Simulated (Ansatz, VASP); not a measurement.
**BN: VASP beside Ansatz**

```
CELL_PARAMETERS angstrom
2.51218 0.00000 0.00000
-1.25609 2.17561 0.00000
0.00000 0.00000 8.67689
ATOMIC_POSITIONS crystal
B 0.33333 0.66667 0.25000
B 0.66667 0.33333 0.75000
N 0.33333 0.66667 0.75000
N 0.66667 0.33333 0.25000
```

Change from the starting cell: strain along c alone, the other axes held, atoms relaxed: +4.0 %.

Alike in both runs: task single point; functional PBE; k mesh 12 × 12 × 4; occupations gaussian, width 0.02 eV; no spin polarisation.

|  | VASP | Ansatz |
| --- | --- | --- |
| version | VASP 6.6.1 | Ansatz 0.2.0 |
| potentials or method | VASP PAW PBE potentials, release 64 (B, N), cutoff 520 eV | scalar-relativistic, plane waves, PAW |
| valence electrons in the cell | 16 | 16 |

|  | VASP | Ansatz | Ansatz less VASP |
| --- | --- | --- | --- |
| gap on the k mesh at the Fermi level (eV) | 4.32 | 4.32 | 0.000 |
| least direct gap on the mesh (eV) | 4.66 | 4.66 | +0.003 |
| pressure (GPa) | 0.0 | 0.0 | -0.05 |
| traceless stress, the component that is largest in VASP (GPa) | -0.17 | -0.01 | +0.163 |

With one functional, cell and mesh, what is left measures potentials, basis and numerics.
